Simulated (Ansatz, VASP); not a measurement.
**Ti in VASP and in Ansatz**

File INCAR:

```
SYSTEM = Ti
PREC = Accurate ; ENCUT = 600
EDIFF = 1E-7 ; ISMEAR = 1
SIGMA = 0.1 ; LREAL = .False.
LASPH = .True. ; NELM = 100
ALGO = Normal ; ISIF = 3
LWAVE = .False. ; LCHARG = .False.
GGA = CA ; IBRION = 2
NSW = 80 ; EDIFFG = -0.02
```

Contents of KPOINTS:

```
Automatic mesh
0
Gamma
  7 7 10
  0 0 0
```

The input POSCAR:

```
Ti
1.0
    4.6000000000      0.0000000000      0.0000000000
   -2.3000000000      3.9837168600      0.0000000000
    0.0000000000      0.0000000000      2.8200000000
Ti
3
Direct
    0.0000000000      0.0000000000      0.0000000000
    0.3333333333      0.6666666667      0.5000000000
    0.6666666667      0.3333333333      0.5000000000
```

Input for Ansatz:

```yaml
crystal:
  lattice:
    - [4.6, 0.0, 0.0]
    - [-2.3, 3.98371686, 0.0]
    - [0.0, 0.0, 2.82]
  atoms:
    - { symbol: Ti, position: [0.0, 0.0, 0.0] }
    - { symbol: Ti, position: [0.3333333333333333, 0.6666666666666666, 0.5] }
    - { symbol: Ti, position: [0.6666666666666666, 0.3333333333333333, 0.5] }
basis:
  ecutwfc: 470.0
kpoints:
  mp_grid:
    grid: [7, 7, 10]
hamiltonian:
  xc: lda
  dispersion: none
scf:
  occupations:
    method: cold
relax:
  f_tol: 0.02
  max_steps: 60
  cell: {}
```

Alike in both runs: task relaxation of cell and atoms; functional LDA; k mesh 7 × 7 × 10; no spin polarisation.

|  | VASP | Ansatz |
| --- | --- | --- |
| version | VASP 6.6.1 | Ansatz 0.2.0 |
| potentials or method | VASP PAW LDA potentials, release 64 (Ti_sv), cutoff 600 eV | plane waves, PAW |
| occupations | methfessel-paxton of order 1, width 0.1 eV | cold |
| valence electrons in the cell | 36 | 36 |

```csv
,VASP,Ansatz,Ansatz less VASP
relaxed volume (Å³/atom),15.80,15.84,+0.037
relaxed length of the cell vector where the two differ most in proportion (Å),4.446,4.450,+0.0048
```

LDA's correlation is that of Perdew and Zunger in VASP and of Perdew and Wang (1992) in Ansatz.
